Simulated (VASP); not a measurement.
# F (C2/c) in VASP: further runs

The runs below take F through single point, with PBEsol.

Program: VASP 6.6.1. These are calculated values, not measurements. Logs are shortened: lines on timing, memory, paths and dates and some standing lists are left out, and cuts for length are marked.

**1. The cell of the first run**

Symmetry: C2/c, No. 15, monoclinic system. The conventional cell has a = 6.221 Å, b = 3.698 Å, c = 7.068 Å, α = 90.00°, β = 97.06°, γ = 90.00°. F (site symmetry 1) has 1 F at 1.46 Å within 1.9 Å.

**2. Single point, PBEsol (volume scaled by 1.12)**

The input, INCAR:

```
PREC     = Accurate       # precision mode
ENCUT    = 520            # plane-wave cutoff, eV
EDIFF    = 1E-6           # SCF threshold, eV
ISMEAR   = -1             # smearing method
SIGMA    = 0.05           # smearing width, eV
LREAL    = F              # projectors in reciprocal space
LASPH    = T              # aspherical terms in the spheres
NELM     = 100            # most SCF steps
ALGO     = Normal         # electronic algorithm
ISIF     = 2              # what is computed and relaxed
LWAVE    = F              # write WAVECAR
LCHARG   = T              # write CHGCAR
GGA      = PS             # functional
LELF     = T              # ELF
LVHAR    = T            
NBANDS   = 22             # bands
```

The input, KPOINTS:

```
Automatic mesh
0
Gamma
  9 9 4
```

The input, POSCAR:

```
F
1.0
    3.1055428992     -1.8488503661      0.1788864599
    3.1055428992      1.8488503661      0.1788864599
   -1.2702229033      0.0000000000      6.9526418663
F
4
Direct
    0.9217777019      0.5857884117      0.0939778158
    0.4142115883      0.0782222981      0.4060221842
    0.0782222981      0.4142115883      0.9060221842
    0.5857884117      0.9217777019      0.5939778158
```

Potentials or basis: VASP PAW PBE potentials, release 64 (F).

On the command line:

```console
$ cat potpaw_PBE.64/F/POTCAR > POTCAR
$ mpirun -np 1 vasp_std > vasp.out
```

OUTCAR:

```text
PREC = Accurate
   ENCUT = 520
   EDIFF = 1E-6
   ISMEAR = -1
   LREAL = F
   LASPH = T
   NELM = 100
   ISIF = 2
   GGA = PS

 ion  position               nearest neighbor table
   1  0.922  0.586  0.094-   3 1.46
   2  0.414  0.078  0.406-   4 1.46
   3  0.078  0.414  0.906-   1 1.46
   4  0.586  0.922  0.594-   2 1.46

  LATTYP: Found a base centered monoclinic cell.
 ALAT       =     6.2213815393
 B/A-ratio  =     0.5943536349
 C/A-ratio  =     1.1360373926
 COS(beta)  =    -0.1228536308

  Lattice vectors:

 A1 = (   3.1055428992,  -1.8488503661,   0.1788864599)
 A2 = (   3.1055428992,   1.8488503661,   0.1788864599)
 A3 = (  -1.2702229033,   0.0000000000,   6.9526418663)

Analysis of symmetry for initial positions (statically):
=====================================================================
 Subroutine PRICEL returns:
 Original cell was already a primitive cell.

 Routine SETGRP: Setting up the symmetry group for a
 base centered monoclinic supercell.

 Subroutine GETGRP returns: Found  4 space group operations
 (whereof  2 operations were pure point group operations)
 out of a pool of  4 trial point group operations.

The static configuration has the point symmetry S_2 .
 The point group associated with its full space group is C_2h.

Analysis of symmetry for dynamics (positions and initial velocities):
=====================================================================
 Subroutine PRICEL returns:
 Original cell was already a primitive cell.

 Routine SETGRP: Setting up the symmetry group for a
 base centered monoclinic supercell.

 Subroutine GETGRP returns: Found  4 space group operations
 (whereof  2 operations were pure point group operations)
 out of a pool of  4 trial point group operations.

The dynamic configuration has the point symmetry S_2 .
 The point group associated with its full space group is C_2h.

 Subroutine INISYM returns: Found  4 space group operations
 (whereof  2 operations are pure point group operations),
 and found     1 'primitive' translations

----------------------------------------------------------------------------------------

                                     Primitive cell

  volume of cell :      80.6800

  direct lattice vectors                    reciprocal lattice vectors
     3.105542899 -1.848850366  0.178886460     0.159325743 -0.270438327  0.029108246
     3.105542899  1.848850366  0.178886460     0.159325743  0.270438327  0.029108246
    -1.270222903  0.000000000  6.952641866    -0.008198673  0.000000000  0.142332350

  length of vectors
     3.618652338  3.618652338  7.067722062     0.315228284  0.315228284  0.142568286

  position of ions in fractional coordinates (direct lattice)
     0.921777702  0.585788412  0.093977816
     0.414211588  0.078222298  0.406022184
     0.078222298  0.414211588  0.906022184
     0.585788412  0.921777702  0.593977816

  ion indices of the primitive-cell ions
   primitive index   ion index
                 1           1
                 2           2
                 3           3
                 4           4

----------------------------------------------------------------------------------------

 KPOINTS: Automatic mesh

Automatic generation of k-mesh.
 Grid dimensions read from file:
 generate k-points for:    9    9    4

 Generating k-lattice:

  Cartesian coordinates                     Fractional coordinates (reciprocal lattice)
     0.017702860 -0.030048703  0.003234250     0.111111111 -0.000000000  0.000000000
     0.017702860  0.030048703  0.003234250    -0.000000000  0.111111111  0.000000000
    -0.002049668  0.000000000  0.035583088    -0.000000000 -0.000000000  0.250000000

  Length of vectors
     0.035025365  0.035025365  0.035642072

  Shift w.r.t. Gamma in fractional coordinates (k-lattice)
     0.000000000  0.000000000  0.000000000

 Subroutine IBZKPT returns following result:
 ===========================================

 Found     95 irreducible k-points:

 Following reciprocal coordinates:
            Coordinates               Weight
  0.000000  0.000000  0.000000      1.000000
  0.111111  0.000000 -0.000000      4.000000
  0.222222  0.000000 -0.000000      4.000000
  0.333333  0.000000  0.000000      4.000000
  0.444444  0.000000 -0.000000      4.000000
  0.111111  0.111111 -0.000000      2.000000
[... 16 lines left out ...]
 -0.333333  0.333333  0.000000      2.000000
  0.444444  0.444444 -0.000000      2.000000
 [... further k-points ...]
   k-points           NKPTS =     95   k-points in BZ     NKDIM =     95   number of bands    NBANDS=     22
   number of dos      NEDOS =    301   number of ions     NIONS =      4
   total plane-waves  NPLWV =  42336
   dimension x,y,z NGX =    28 NGY =   28 NGZ =   54
   dimension x,y,z NGXF=    56 NGYF=   56 NGZF=  108
   ions per type =               4
   NGX,Y,Z   is equivalent  to a cutoff of  12.86, 12.86, 12.70 a.u.
   NGXF,Y,Z  is equivalent  to a cutoff of  25.73, 25.73, 25.40 a.u.
 SYSTEM =  unknown system
   PREC   = accura    normal or accurate (medium, high low for compatibility)
   ISTART =      0    job   : 0-new  1-cont  2-samecut
   ICHARG =      2    charge: 1-file 2-atom 10-const
   ISPIN  =      1    spin polarized calculation?
   LNONCOLLINEAR =      F non collinear calculations
   LSORBIT =      F    spin-orbit coupling
   LASPH  =      T    aspherical Exc in radial PAW
   ENCUT  =  520.0 eV  38.22 Ry    6.18 a.u.   6.73  6.73 13.14*2*pi/ulx,y,z
   NELM   =    100;   NELMIN=  2; NELMDL= -5     # of ELM steps
   EDIFF  = 0.1E-05   stopping-criterion for ELM
   LREAL  =      F    real-space projection
   EDIFFG = 0.1E-04   stopping-criterion for IOM
   NSW    =      0    number of steps for IOM
   IBRION =     -1    ionic relax: 0-MD 1-quasi-New 2-CG
   NFREE  =      0    steps in history (QN), initial steepest desc. (CG)
   ISIF   =      2    stress and relaxation
   ISYM   =      2    0-nonsym 1-usesym 2-fastsym
   POTIM  = 0.5000    time-step for ionic-motion
   TEBEG  =    0.0;   TEEND  =   0.0 temperature during run
   PSTRESS=    0.0 pullay stress
   NELECT =      28.0000    total number of electrons
   NUPDOWN=      -1.0000    fix difference up-down
   EMIN   =  10.00;   EMAX   =-10.00  energy-range for DOS
   EFERMI =   0.00;   METHOD = LEGACY
   ISMEAR =    -1;   SIGMA  =   0.05  broadening in eV -4-tet -1-fermi 0-gaus
   EFERMI_NEDOS =   21; number of points for ismear=-14 and -15
   IALGO  =     38    algorithm
   IMIX   =      4    mixing-type and parameters
     AMIX     =   0.40;   BMIX     =  1.00
     AMIX_MAG =   1.60;   BMIX_MAG =  1.00
  volume/ion in A,a.u.               =      20.17       136.11
  Fermi-wavevector in a.u.,A,eV,Ry     =   1.150462  2.174058 18.008166  1.323563
  Thomas-Fermi vector in A             =   2.287126
   LORBIT       =      0    0 simple, 1 ext, 2 COOP (PROOUT), +10 PAW based schemes
   GGA     = PS    functional components
   LHFCALC =     F    Hartree Fock is set to
   AEXX    =    0.0000 exact exchange contribution
   IVDW    =     0    specifies the selected vdW correction
   LEPSILON=     F    determine dielectric tensor
   LRPA    =     F    only Hartree local field effects (RPA)
 non-spin polarized calculation
  energy-cutoff  :      520.00
  volume of cell :       80.68
 maximum number of plane-waves:      2186
   NGX = 13   NGY = 13   NGZ = 27

 number of electron      28.0000005 magnetization

 Free energy of the ion-electron system (eV)
  ---------------------------------------------------
  ext. energy  EPLUGINS =         0.00000000
  ---------------------------------------------------
  free energy    TOTEN  =        -7.73924752 eV

  energy without entropy =       -7.73924752  energy(sigma->0) =       -7.73924752

 E-fermi :  -4.9551     XC(G=0):  -6.5960

 val. band max:       -6.2655864575   @ k =   0.4444   0.4444  -0.0000
 cond. band min:      -3.7196266668   @ k =   0.0000   0.0000   0.0000
 fundamental gap:      2.5459597907
 Fermi energy:        -4.9550514687

 k-point     1 :       0.0000    0.0000    0.0000
  band No.  band energies     occupation
      1     -30.3331      2.00000
      2     -30.2570      2.00000
      3     -24.7575      2.00000
      4     -24.5557      2.00000
      5     -12.3459      2.00000
      6     -11.8725      2.00000
[... 14 lines left out ...]
     21      13.2064      0.00000
     22      13.4832      0.00000

 k-point     2 :       0.1111    0.0000   -0.0000
  band No.  band energies     occupation
      1     -30.3269      2.00000
      2     -30.2554      2.00000
      3     -24.7511      2.00000
      4     -24.5616      2.00000
      5     -12.3345      2.00000
      6     -11.8874      2.00000
[... 14 lines left out ...]
     21      12.3169      0.00000
     22      13.3155      0.00000

 k-point     3 :       0.2222    0.0000   -0.0000
  band No.  band energies     occupation
      1     -30.3109      2.00000
      2     -30.2525      2.00000
      3     -24.7330      2.00000
      4     -24.5787      2.00000
      5     -12.2999      2.00000
      6     -11.9308      2.00000
[... 14 lines left out ...]
     21      11.6724      0.00000
     22      12.3531      0.00000

 k-point     4 :       0.3333    0.0000    0.0000
  band No.  band energies     occupation
      1     -30.2900      2.00000
      2     -30.2515      2.00000
      3     -24.7056      2.00000
      4     -24.6049      2.00000
      5     -12.2430      2.00000
      6     -11.9983      2.00000
[... 14 lines left out ...]
     21      10.3444      0.00000
     22      10.9070      0.00000

 k-point     5 :       0.4444    0.0000   -0.0000
  band No.  band energies     occupation
      1     -30.2704      2.00000
      2     -30.2568      2.00000
      3     -24.6727      2.00000
      4     -24.6374      2.00000
      5     -12.1674      2.00000
      6     -12.0812      2.00000
[... 417 lines left out ...]
 k-point    22 :      -0.4444    0.3333    0.0000
  band No.  band energies     occupation
      1     -30.2854      2.00000
      2     -30.2375      2.00000
      3     -24.7092      2.00000
      4     -24.5815      2.00000
      5     -12.2470      2.00000
      6     -11.9558      2.00000
[... 14 lines left out ...]
     21       8.8346      0.00000
     22      10.2922      0.00000

 k-point    23 :      -0.3333    0.3333    0.0000
  band No.  band energies     occupation
      1     -30.2738      2.00000
      2     -30.2446      2.00000
      3     -24.6880      2.00000
      4     -24.6107      2.00000
      5     -12.1990      2.00000
      6     -12.0254      2.00000
[... 14 lines left out ...]
     21       9.1810      0.00000
     22       9.3640      0.00000

 k-point    24 :       0.4444    0.4444   -0.0000
  band No.  band energies     occupation
      1     -30.2973      2.00000
      2     -30.2329      2.00000
      3     -24.7267      2.00000
      4     -24.5551      2.00000
      5     -12.2835      2.00000
      6     -11.8950      2.00000
[... 14 lines left out ...]
     21       9.1982      0.00000
     22      10.9762      0.00000

 [... further k-points ...]
[... 5 lines left out ...]
  --------------------------------------------------------------------------------------
  -------------------------------------------------------------------------------------
  Total       -0.3187544     -1.0050375     -3.6000465      0.0000000      0.0000000      0.5034028
  in kB       -6.3299627    -19.9584672    -71.4912713      0.0000000      0.0000000      9.9967889
  external PRESSURE =     -32.5932337 kB  Pullay stress =       0.0000000 kB

 VOLUME and BASIS-vectors are now :
 -----------------------------------------------------------------------------
  energy-cutoff  :      520.00
  volume of cell :       80.68
      direct lattice vectors                 reciprocal lattice vectors
     3.105542899 -1.848850366  0.178886460     0.159325743 -0.270438327  0.029108246
     3.105542899  1.848850366  0.178886460     0.159325743  0.270438327  0.029108246
    -1.270222903  0.000000000  6.952641866    -0.008198673  0.000000000  0.142332350

 POSITION                                       TOTAL-FORCE (eV/Angst)
 -----------------------------------------------------------------------------------
      4.56244     -0.62119      0.92308         0.178359     -0.575793     -1.223120
      1.01354     -0.62119      2.91102        -0.178359     -0.575793      1.223120
      0.37842      0.62119      6.38734        -0.178359      0.575793      1.223120
      3.92733      0.62119      4.39940         0.178359      0.575793     -1.223120
 -----------------------------------------------------------------------------------
    total drift:                                0.000000     -0.000000     -0.000000

  FREE ENERGIE OF THE ION-ELECTRON SYSTEM (eV)
  ---------------------------------------------------
  free  energy   TOTEN  =        -7.7392475230 eV

  energy  without entropy=       -7.7392475229  energy(sigma->0) =       -7.73924752
```

Run time: 1.8 min. Hardware: 1 thread of Intel Xeon Platinum 8375C at 2.90GHz (Ice Lake), shared host; peak memory 0.25 GiB.

What came out:

```yaml
Free_energy: -7.7392 eV
Pressure: -3.3 GPa
Largest_force: 1.364 eV/Å
Band_gap_on_the_k_mesh: 2.55 eV, indirect (the least direct gap lies 3.4 meV higher)
```

Forces in eV/Å, atoms in the order of the input:
```
F    0.178 -0.576 -1.223
F   -0.178 -0.576  1.223
F   -0.178  0.576  1.223
F    0.178  0.576 -1.223
```

Stress tensor (GPa, compression positive):
```
-0.63  0.00  1.00
 0.00 -2.00  0.00
 1.00  0.00 -7.15
```

Caveat: the cell differs from its parent crystal (volume scaled by 1.12); the PAW data sets were made with another functional, which shifts forces and pressure a little. A k mesh can miss the band edges.

**3. Single point, PBEsol**

This run uses another cell than the first one, of 18.01 Å³/atom, 0.893 times its volume.

The input, INCAR:

```
SYSTEM = F
PREC = Accurate ; ENCUT = 520
EDIFF = 1E-6 ; ISMEAR = -1
SIGMA = 0.05 ; LREAL = .False.
LASPH = .True. ; NELM = 80
ALGO = Normal ; ISIF = 2
LWAVE = .False. ; LCHARG = .False.
GGA = PS ; NBANDS = 22
```

The input, KPOINTS:

```
Automatic mesh
0
Gamma
  10 10 5
  0 0 0
```

The input, POSCAR:

```
F
1.0
    2.9904154326     -1.7803105115      0.1722548513
    2.9904154326      1.7803105115      0.1722548513
   -1.2231336987      0.0000000000      6.6948962578
F
4
Direct
    0.9217777019      0.5857884117      0.0939778158
    0.4142115883      0.0782222981      0.4060221842
    0.0782222981      0.4142115883      0.9060221842
    0.5857884117      0.9217777019      0.5939778158
```

Potentials or basis: VASP PAW PBE potentials, release 64 (F).

On the command line:

```console
$ cat potpaw_PBE.64/F/POTCAR > POTCAR
$ mpirun -np 1 vasp_std > vasp.out
```

It took 2.6 min on 1 thread of Intel Xeon Platinum 8375C at 2.90GHz (Ice Lake), shared host; peak memory 0.28 GiB.

It converged, with:

```
Free energy            : -7.8009 eV
Pressure               : 0.4 GPa
Largest force          : 0.432 eV/Å
Band gap on the k mesh : 3.08 eV, indirect (the least direct gap lies 5.0 meV higher)
```

Forces on the atoms (eV/Å):
```
F   -0.057  0.178  0.389
F    0.057  0.178 -0.389
F    0.057 -0.178 -0.389
F   -0.057 -0.178  0.389
```

Stress tensor (GPa, compression positive):
```
-0.44  0.00 -0.29
 0.00 -0.03  0.00
-0.29  0.00  1.70
```

Levels at points of the mesh, in eV from the valence-band top:
| k point | band 10 | band 11 | band 12 | band 13 | band 14 | band 15 | band 16 | band 17 | band 18 | band 19 |
| --- | --- | --- | --- | --- | --- | --- | --- | --- | --- | --- |
| (0.00, 0.00, 0.00) | -3.40 | -0.33 | -0.08 | -0.06 | 0.00 | 3.08 | 3.84 | 8.84 | 11.45 | 12.41 |
| (0.50, 0.00, 0.00) | -3.54 | -0.27 | -0.23 | -0.12 | -0.08 | 3.53 | 3.54 | 12.82 | 12.85 | 14.78 |
| (0.50, 0.50, 0.00) | -3.49 | -0.47 | -0.39 | -0.09 | 0.00 | 3.25 | 3.80 | 12.54 | 13.84 | 14.11 |

Caveat: the PAW data sets were made with another functional, which shifts forces and pressure a little. A k mesh can miss the band edges.
